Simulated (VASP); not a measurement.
A run of VASP 6.6.1 is set up as follows.

File INCAR:

```
SYSTEM = LiCu
PREC = Accurate
ENCUT = 520
EDIFF = 1E-7
ISMEAR = 0
SIGMA = 0.1
LREAL = .FALSE.
LASPH = .TRUE.
NELM = 80
ALGO = Fast
ISIF = 2
LWAVE = .FALSE.
LCHARG = .FALSE.
GGA = PE
NBANDS = 14
```

File KPOINTS:

```
Automatic mesh
0
G
  20 20 16
  0 0 0
```

File POSCAR:

```
LiCu
1.0
    2.5206395652      0.0000000000      0.0000000000
    0.0000000000      2.5206395652      0.0000000000
    0.0000000000      0.0000000000      3.6947104238
Li Cu
1 1
Direct
    0.5000000000      0.5000000000      0.5000000000
    0.0000000000      0.0000000000      0.0000000000
```

Potentials or basis: VASP PAW PBE potentials, release 64 (Li_sv, Cu).

The run is started by

```sh
$ cat potpaw_PBE.64/Li_sv/POTCAR potpaw_PBE.64/Cu/POTCAR > POTCAR
$ mpirun -np 1 vasp_std > vasp.out
```

Q: Predict the band gap on the k mesh.

A: Zero (band 7 reaches 10.06 eV, above the bottom of band 8 at 2.99 eV).
